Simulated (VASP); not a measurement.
# SnSe2 (P-3m1) in VASP: further runs

The runs below take SnSe2 through single point, with PBE.

Everything below comes from runs of VASP 6.6.1. Logs are shortened: lines on timing, memory, paths and dates and some standing lists are left out, and cuts for length are marked.

## (1) The cell of the first run

Symmetry: P-3m1, No. 164, trigonal system. Conventional cell: a = 3.679 Å, b = 3.679 Å, c = 5.924 Å, α = 90.00°, β = 90.00°, γ = 120.00°. Sn (site symmetry -3m) has 6 Se at 2.59 Å within 3.4 Å. Se (site symmetry 3m) has 3 Sn at 2.59 Å within 3.4 Å.

## (2) Single point, PBE

File INCAR:

```
PREC     = Accurate       # precision mode
ENCUT    = 520            # plane-wave cutoff, eV
EDIFF    = 1E-6           # SCF threshold, eV
ISMEAR   = 0              # smearing method
SIGMA    = 0.01           # smearing width, eV
LREAL    = False          # projectors in reciprocal space
LASPH    = True           # aspherical terms in the spheres
NELM     = 80             # most SCF steps
ALGO     = Normal         # electronic algorithm
ISIF     = 2              # what is computed and relaxed
LWAVE    = False          # write WAVECAR
LCHARG   = False          # write CHGCAR
GGA      = PE             # functional
NBANDS   = 20             # bands
```

File KPOINTS:

```
regular mesh
0
Gamma
  6 6 3
```

File POSCAR:

```
SnSe2
1.0
    3.6794800447      0.0000000000      0.0000000000
   -1.8397400224      3.1865231878      0.0000000000
    0.0000000000      0.0000000000      5.9242428639
Sn Se
1 2
Direct
    0.0000000000      0.0000000000      0.0000000000
    0.3333333333      0.6666666667      0.2490000000
    0.6666666667      0.3333333333      0.7510000000
```

Potentials or basis: VASP PAW PBE potentials, release 64 (Sn_d, Se).

Run with:

```console
$ cat potpaw_PBE.64/Sn_d/POTCAR potpaw_PBE.64/Se/POTCAR > POTCAR
$ mpirun -np 1 vasp_std > vasp.out
```

OUTCAR:

```text
PREC = Accurate
   ENCUT = 520
   EDIFF = 1E-6
   ISMEAR = 0
   LREAL = False
   LASPH = True
   NELM = 80
   ISIF = 2
   GGA = PE

 ion  position               nearest neighbor table
   1  0.000  0.000  0.000-   2 2.59   3 2.59   3 2.59   2 2.59   3 2.59   2 2.59
   2  0.333  0.667  0.249-   1 2.59   1 2.59   1 2.59
   3  0.667  0.333  0.751-   1 2.59   1 2.59   1 2.59

  LATTYP: Found a hexagonal cell.
 ALAT       =     3.6794800447
 C/A-ratio  =     1.6100760955

  Lattice vectors:

 A1 = (   3.6794800447,   0.0000000000,   0.0000000000)
 A2 = (  -1.8397400224,   3.1865231878,   0.0000000000)
 A3 = (   0.0000000000,   0.0000000000,   5.9242428639)

Analysis of symmetry for initial positions (statically):
=====================================================================
 Subroutine PRICEL returns:
 Original cell was already a primitive cell.

 Routine SETGRP: Setting up the symmetry group for a
 hexagonal supercell.

 Subroutine GETGRP returns: Found 12 space group operations
 (whereof 12 operations were pure point group operations)
 out of a pool of 24 trial point group operations.

The static configuration has the point symmetry D_3d.

Analysis of symmetry for dynamics (positions and initial velocities):
=====================================================================
 Subroutine PRICEL returns:
 Original cell was already a primitive cell.

 Routine SETGRP: Setting up the symmetry group for a
 hexagonal supercell.

 Subroutine GETGRP returns: Found 12 space group operations
 (whereof 12 operations were pure point group operations)
 out of a pool of 24 trial point group operations.

The dynamic configuration has the point symmetry D_3d.

 Subroutine INISYM returns: Found 12 space group operations
 (whereof 12 operations are pure point group operations),
 and found     1 'primitive' translations

----------------------------------------------------------------------------------------

                                     Primitive cell

  volume of cell :      69.4603

  direct lattice vectors                    reciprocal lattice vectors
     3.679480045  0.000000000  0.000000000     0.271777530  0.156910831  0.000000000
    -1.839740022  3.186523188  0.000000000     0.000000000  0.313821661  0.000000000
     0.000000000  0.000000000  5.924242864     0.000000000  0.000000000  0.168797941

  length of vectors
     3.679480045  3.679480042  5.924242864     0.313821661  0.313821661  0.168797941

  position of ions in fractional coordinates (direct lattice)
     0.000000000  0.000000000  0.000000000
     0.333333333  0.666666667  0.249000000
     0.666666667  0.333333333  0.751000000

  ion indices of the primitive-cell ions
   primitive index   ion index
                 1           1
                 2           2
                 3           3

----------------------------------------------------------------------------------------

 KPOINTS: regular mesh

Automatic generation of k-mesh.
 Grid dimensions read from file:
 generate k-points for:    6    6    3

 Generating k-lattice:

  Cartesian coordinates                     Fractional coordinates (reciprocal lattice)
     0.045296255  0.026151805  0.000000000     0.166666667  0.000000000  0.000000000
     0.000000000  0.052303610  0.000000000     0.000000000  0.166666667  0.000000000
     0.000000000  0.000000000  0.056265980     0.000000000  0.000000000  0.333333333

  Length of vectors
     0.052303610  0.052303610  0.056265980

  Shift w.r.t. Gamma in fractional coordinates (k-lattice)
     0.000000000  0.000000000  0.000000000

 Subroutine IBZKPT returns following result:
 ===========================================

 Found     17 irreducible k-points:

 Following reciprocal coordinates:
            Coordinates               Weight
  0.000000  0.000000  0.000000      1.000000
  0.166667 -0.000000  0.000000      6.000000
  0.333333  0.000000  0.000000      6.000000
  0.500000  0.000000  0.000000      3.000000
  0.166667  0.166667  0.000000      6.000000
  0.333333  0.166667  0.000000     12.000000
[... 9 lines left out ...]
 -0.166667  0.500000  0.333333     12.000000
  0.333333  0.333333  0.333333      4.000000
   k-points           NKPTS =     17   k-points in BZ     NKDIM =     17   number of bands    NBANDS=     20
   number of dos      NEDOS =    301   number of ions     NIONS =      3
   total plane-waves  NPLWV =  37632
   dimension x,y,z NGX =    28 NGY =   28 NGZ =   48
   dimension x,y,z NGXF=    56 NGYF=   56 NGZF=   96
   ions per type =               1   2
   NGX,Y,Z   is equivalent  to a cutoff of  12.65, 12.65, 13.47 a.u.
   NGXF,Y,Z  is equivalent  to a cutoff of  25.30, 25.30, 26.94 a.u.
 SYSTEM =  unknown system
   PREC   = accura    normal or accurate (medium, high low for compatibility)
   ISTART =      0    job   : 0-new  1-cont  2-samecut
   ICHARG =      2    charge: 1-file 2-atom 10-const
   ISPIN  =      1    spin polarized calculation?
   LNONCOLLINEAR =      F non collinear calculations
   LSORBIT =      F    spin-orbit coupling
   LASPH  =      T    aspherical Exc in radial PAW
   ENCUT  =  520.0 eV  38.22 Ry    6.18 a.u.   6.84  6.84 11.02*2*pi/ulx,y,z
   NELM   =     80;   NELMIN=  2; NELMDL= -5     # of ELM steps
   EDIFF  = 0.1E-05   stopping-criterion for ELM
   LREAL  =      F    real-space projection
   EDIFFG = 0.1E-04   stopping-criterion for IOM
   NSW    =      0    number of steps for IOM
   IBRION =     -1    ionic relax: 0-MD 1-quasi-New 2-CG
   NFREE  =      0    steps in history (QN), initial steepest desc. (CG)
   ISIF   =      2    stress and relaxation
   ISYM   =      2    0-nonsym 1-usesym 2-fastsym
   POTIM  = 0.5000    time-step for ionic-motion
   TEBEG  =    0.0;   TEEND  =   0.0 temperature during run
   PSTRESS=    0.0 pullay stress
   NELECT =      26.0000    total number of electrons
   NUPDOWN=      -1.0000    fix difference up-down
   EMIN   =  10.00;   EMAX   =-10.00  energy-range for DOS
   EFERMI =   0.00;   METHOD = LEGACY
   ISMEAR =     0;   SIGMA  =   0.01  broadening in eV -4-tet -1-fermi 0-gaus
   EFERMI_NEDOS =   21; number of points for ismear=-14 and -15
   IALGO  =     38    algorithm
   IMIX   =      4    mixing-type and parameters
     AMIX     =   0.40;   BMIX     =  1.00
     AMIX_MAG =   1.60;   BMIX_MAG =  1.00
  volume/ion in A,a.u.               =      23.15       156.25
  Fermi-wavevector in a.u.,A,eV,Ry     =   1.179833  2.229561 18.939385  1.392006
  Thomas-Fermi vector in A             =   2.316136
   LORBIT       =      0    0 simple, 1 ext, 2 COOP (PROOUT), +10 PAW based schemes
   GGA     = PE    functional components
   LHFCALC =     F    Hartree Fock is set to
   AEXX    =    0.0000 exact exchange contribution
   IVDW    =     0    specifies the selected vdW correction
   LEPSILON=     F    determine dielectric tensor
   LRPA    =     F    only Hartree local field effects (RPA)
 non-spin polarized calculation
 Gauss-broadening in eV      SIGMA  =   0.01
  energy-cutoff  :      520.00
  volume of cell :       69.46
 maximum number of plane-waves:      1890
   NGX = 13   NGY = 13   NGZ = 23

 number of electron      26.0000004 magnetization

 Free energy of the ion-electron system (eV)
  ---------------------------------------------------
  ext. energy  EPLUGINS =         0.00000000
  ---------------------------------------------------
  free energy    TOTEN  =       -11.21584508 eV

  energy without entropy =      -11.21584508  energy(sigma->0) =      -11.21584508

 E-fermi :   5.5269     XC(G=0):  -9.9376

 val. band max:        5.4051670983   @ k =   0.0000   0.0000   0.0000
 cond. band min:       6.2578026089   @ k =   0.5000   0.0000   0.3333
 fundamental gap:      0.8526355106
 Fermi energy:         5.5268692900

 k-point     1 :       0.0000    0.0000    0.0000
  band No.  band energies     occupation
      1     -16.0778      2.00000
      2     -16.0778      2.00000
      3     -16.0155      2.00000
      4     -15.9918      2.00000
      5     -15.9918      2.00000
      6      -9.4830      2.00000
[... 12 lines left out ...]
     19      14.4139      0.00000
     20      14.4139      0.00000

 k-point     2 :       0.1667   -0.0000    0.0000
  band No.  band energies     occupation
      1     -16.1007      2.00000
      2     -16.0653      2.00000
      3     -16.0066      2.00000
      4     -15.9972      2.00000
      5     -15.9879      2.00000
      6      -9.1603      2.00000
[... 12 lines left out ...]
     19      13.6525      0.00000
     20      14.6303      0.00000

 k-point     3 :       0.3333    0.0000    0.0000
  band No.  band energies     occupation
      1     -16.1508      2.00000
      2     -16.0508      2.00000
      3     -16.0201      2.00000
      4     -15.9721      2.00000
      5     -15.9691      2.00000
      6      -8.2709      2.00000
[... 12 lines left out ...]
     19      14.5817      0.00000
     20      15.4159      0.00000

 k-point     4 :       0.5000    0.0000    0.0000
  band No.  band energies     occupation
      1     -16.1765      2.00000
      2     -16.0483      2.00000
      3     -16.0275      2.00000
      4     -15.9581      2.00000
      5     -15.9547      2.00000
      6      -7.4424      2.00000
[... 12 lines left out ...]
     19      15.9267      0.00000
     20      16.2417      0.00000

 k-point     5 :       0.1667    0.1667    0.0000
  band No.  band energies     occupation
      1     -16.1274      2.00000
      2     -16.0635      2.00000
      3     -16.0076      2.00000
      4     -15.9942      2.00000
      5     -15.9693      2.00000
      6      -8.5465      2.00000
[... 12 lines left out ...]
     19      12.2955      0.00000
     20      15.8692      0.00000
[... 192 lines left out ...]
      6      -8.4191      2.00000
[... 12 lines left out ...]
     19      13.3258      0.00000
     20      14.3267      0.00000

 k-point    15 :       0.3333    0.1667    0.3333
  band No.  band energies     occupation
      1     -16.1527      2.00000
      2     -16.0690      2.00000
      3     -16.0139      2.00000
      4     -15.9742      2.00000
      5     -15.9570      2.00000
      6      -7.4537      2.00000
[... 12 lines left out ...]
     19      14.6702      0.00000
     20      15.2235      0.00000

 k-point    16 :      -0.1667    0.5000    0.3333
  band No.  band energies     occupation
      1     -16.1528      2.00000
      2     -16.0690      2.00000
      3     -16.0139      2.00000
      4     -15.9742      2.00000
      5     -15.9570      2.00000
      6      -7.4529      2.00000
[... 12 lines left out ...]
     19      13.8778      0.00000
     20      15.4283      0.00000

 k-point    17 :       0.3333    0.3333    0.3333
  band No.  band energies     occupation
      1     -16.1149      2.00000
      2     -16.1149      2.00000
      3     -15.9881      2.00000
      4     -15.9881      2.00000
      5     -15.9636      2.00000
      6      -6.7964      2.00000
[... 12 lines left out ...]
     19      14.4922      0.00000
     20      14.4922      0.00000

------------------------ aborting loop because EDIFF is reached ----------------------------------------

  FORCE on cell =-STRESS in cart. coord.  units (eV):
  Direction    XX          YY          ZZ          XY          YZ          ZX
  --------------------------------------------------------------------------------------
  -------------------------------------------------------------------------------------
  Total        7.0735790      7.0735790      7.5122057     -0.0000000      0.0000000     -0.0000000
  in kB      163.1598897    163.1598893    173.2772974     -0.0000000      0.0000000     -0.0000000
  external PRESSURE =     166.5323588 kB  Pullay stress =       0.0000000 kB

 VOLUME and BASIS-vectors are now :
 -----------------------------------------------------------------------------
  energy-cutoff  :      520.00
  volume of cell :       69.46
      direct lattice vectors                 reciprocal lattice vectors
     3.679480045  0.000000000  0.000000000     0.271777530  0.156910831  0.000000000
    -1.839740022  3.186523188  0.000000000     0.000000000  0.313821661  0.000000000
     0.000000000  0.000000000  5.924242864     0.000000000  0.000000000  0.168797941

 POSITION                                       TOTAL-FORCE (eV/Angst)
 -----------------------------------------------------------------------------------
      0.00000      0.00000      0.00000         0.000000      0.000000      0.000000
     -0.00000      2.12435      1.47514         0.000000     -0.000000      2.021603
      1.83974      1.06217      4.44911        -0.000000      0.000000     -2.021603
 -----------------------------------------------------------------------------------
    total drift:                                0.000000      0.000000      0.000000

  FREE ENERGIE OF THE ION-ELECTRON SYSTEM (eV)
  ---------------------------------------------------
  free  energy   TOTEN  =       -11.2158450827 eV

  energy  without entropy=      -11.2158450827  energy(sigma->0) =      -11.21584508
```

Run time: 37 s. Hardware: 1 thread of Intel Xeon 6975P-C, shared host; peak memory 0.19 GiB.

Results:

| Property | Result |
| --- | --- |
| Free energy | -11.2158 eV |
| Pressure | 16.7 GPa |
| Largest force | 2.022 eV/Å |
| Band gap on the k mesh | 0.85 eV, indirect (least direct gap 1.58 eV) |

Forces in eV/Å, atoms in the order of the input:
```
Sn   0.000  0.000  0.000
Se   0.000  0.000  2.022
Se   0.000  0.000 -2.022
```

Stress tensor (GPa, compression positive):
```
16.32  0.00  0.00
 0.00 16.32  0.00
 0.00  0.00 17.33
```

Caveat: spin-orbit coupling is left out, which moves the levels of the heavy elements; this functional lacks dispersion, which binds the layers, so the pressure and a relaxed spacing across them are unreliable; forces of over 1 eV/Å act on the atoms, so gaps and moduli don't describe the material at rest. A k mesh can miss the band edges.

## (3) Single point, PBE

This run uses another cell than the first one, of 23.80 Å³/atom, 1.028 times its volume.

File INCAR:

```
ALGO = Normal
EDIFF = 1E-7
ENCUT = 520
GGA = PE
ISIF = 2
ISMEAR = 0
LASPH = True
LCHARG = False
LREAL = False
LWAVE = False
NBANDS = 20
NELM = 100
PREC = Accurate
SIGMA = 0.01
```

File KPOINTS:

```
k-points
0
Gamma
  6 6 3
```

File POSCAR:

```
SnSe2
1.0
    3.7132386281      0.0000000000      0.0000000000
   -1.8566193140      3.2157589785      0.0000000000
    0.0000000000      0.0000000000      5.9785967520
Sn Se
1 2
Direct
    0.0000000000      0.0000000000      0.0000000000
    0.3333333333      0.6666666667      0.2490000000
    0.6666666667      0.3333333333      0.7510000000
```

Potentials or basis: VASP PAW PBE potentials, release 64 (Sn_d, Se).

Run with:

```console
$ cat potpaw_PBE.64/Sn_d/POTCAR potpaw_PBE.64/Se/POTCAR > POTCAR
$ mpirun -np 1 vasp_std > vasp.out
```

It took 46 s on 1 thread of Intel Xeon 6975P-C, shared host; peak memory 0.19 GiB.

It converged, with:

```yaml
Free_energy: -11.3962 eV
Pressure: 13.3 GPa
Largest_force: 1.661 eV/Å
Band_gap_on_the_k_mesh: 0.83 eV, indirect (least direct gap 1.47 eV)
```

Forces on the atoms (eV/Å):
```
Sn   0.000  0.000  0.000
Se   0.000  0.000  1.661
Se   0.000  0.000 -1.661
```

Stress tensor (GPa, compression positive):
```
12.94  0.00  0.00
 0.00 12.94  0.00
 0.00  0.00 14.11
```

Levels at points of the mesh, in eV from the valence-band top:
```csv
k point,band 11,band 12,band 13,band 14,band 15,band 16
"(0.00, 0.00, 0.00)",-0.46,-0.46,0.00,1.47,2.96,4.76
"(0.50, 0.00, 0.00)",-3.01,-1.40,-0.36,1.21,3.84,5.36
```

Caveat: spin-orbit coupling is left out, which moves the levels of the heavy elements; this functional lacks dispersion, which binds the layers, so the pressure and a relaxed spacing across them are unreliable; forces of over 1 eV/Å act on the atoms, so gaps and moduli don't describe the material at rest. A k mesh can miss the band edges.

## (4) Single point, PBE

This run uses another cell than the first one, of 24.44 Å³/atom, 1.056 times its volume.

File INCAR:

```
SYSTEM = SnSe2
ALGO     = Normal         ! electronic algorithm
EDIFF    = 1E-7           ! SCF threshold, eV
ENCUT    = 520            ! plane-wave cutoff, eV
GGA      = PE             ! functional
ISIF     = 2              ! what is computed and relaxed
ISMEAR   = 0              ! smearing method
LASPH    = .True.         ! aspherical terms in the spheres
LCHARG   = .False.        ! write CHGCAR
LREAL    = .False.        ! projectors in reciprocal space
LWAVE    = .False.        ! write WAVECAR
NBANDS   = 20             ! bands
NELM     = 60             ! most SCF steps
PREC     = Accurate       ! precision mode
SIGMA    = 0.01           ! smearing width, eV
```

File KPOINTS:

```
k-points
0
Gamma
  6 6 3
  0 0 0
```

File POSCAR:

```
SnSe2
1.0
    3.7463942988      0.0000000000      0.0000000000
   -1.8731971494      3.2444726316      0.0000000000
    0.0000000000      0.0000000000      6.0319799048
Sn Se
1 2
Direct
    0.0000000000      0.0000000000      0.0000000000
    0.3333333333      0.6666666667      0.2490000000
    0.6666666667      0.3333333333      0.7510000000
```

Run with:

```console
$ cat potpaw_PBE.64/Sn_d/POTCAR potpaw_PBE.64/Se/POTCAR > POTCAR
$ mpirun -np 1 vasp_std > vasp.out
```

Run time: 48 s. Hardware: 1 thread of Intel Xeon 6975P-C, shared host; peak memory 0.19 GiB.

The run converged. Its results:

```yaml
Free_energy: -11.5392 eV
Pressure: 10.4 GPa
Largest_force: 1.335 eV/Å
Band_gap_on_the_k_mesh: 0.81 eV, indirect (least direct gap 1.33 eV)
```

Forces on the atoms (eV/Å):
```
Sn   0.000  0.000  0.000
Se   0.000  0.000  1.335
Se   0.000  0.000 -1.335
```

Stress tensor (GPa, compression positive):
```
10.00  0.00  0.00
 0.00 10.00  0.00
 0.00  0.00 11.28
```

Levels at points of the mesh, in eV from the valence-band top:
```tsv
k point	band 9	band 10	band 11	band 12	band 13	band 14	band 15	band 16	band 17	band 18
(0.00, 0.00, 0.00)	-0.77	-0.77	-0.44	-0.44	0.00	1.33	2.95	4.72	4.72	8.17
(0.50, 0.00, 0.00)	-4.79	-3.13	-2.90	-1.33	-0.34	1.20	3.83	5.39	5.59	7.54
```

Caveat: spin-orbit coupling is left out, which moves the levels of the heavy elements; this functional lacks dispersion, which binds the layers, so the pressure and a relaxed spacing across them are unreliable; forces of over 1 eV/Å act on the atoms, so gaps and moduli don't describe the material at rest. A k mesh can miss the band edges.

## (5) Overview

| cell | gap on the mesh (eV) | pressure (GPa) | largest force (eV/Å) |
| --- | --- | --- | --- |
| a = 3.679, b = 3.679, c = 5.924 Å, angles 90.0, 90.0, 120.0°, 3 atoms | 0.85 | 16.7 | 2.02 |
| a = 3.713, b = 3.713, c = 5.979 Å, angles 90.0, 90.0, 120.0°, 3 atoms | 0.83 | 13.3 | 1.66 |
| a = 3.746, b = 3.746, c = 6.032 Å, angles 90.0, 90.0, 120.0°, 3 atoms | 0.81 | 10.4 | 1.33 |

Alike in all rows: task single point; level PBE; potentials or basis VASP PAW PBE potentials, release 64 (Sn_d, Se); no spin polarisation; k mesh 6 × 6 × 3; cutoff (eV) 520; smearing gaussian 0.01 eV.

Caveats: spin-orbit coupling is left out, which moves the levels of the heavy elements; this functional lacks dispersion, which binds the layers, so the pressure and a relaxed spacing across them are unreliable; forces of over 1 eV/Å act on the atoms, so gaps and moduli don't describe the material at rest.

Absolute energies hang on the potentials; compare differences alone.
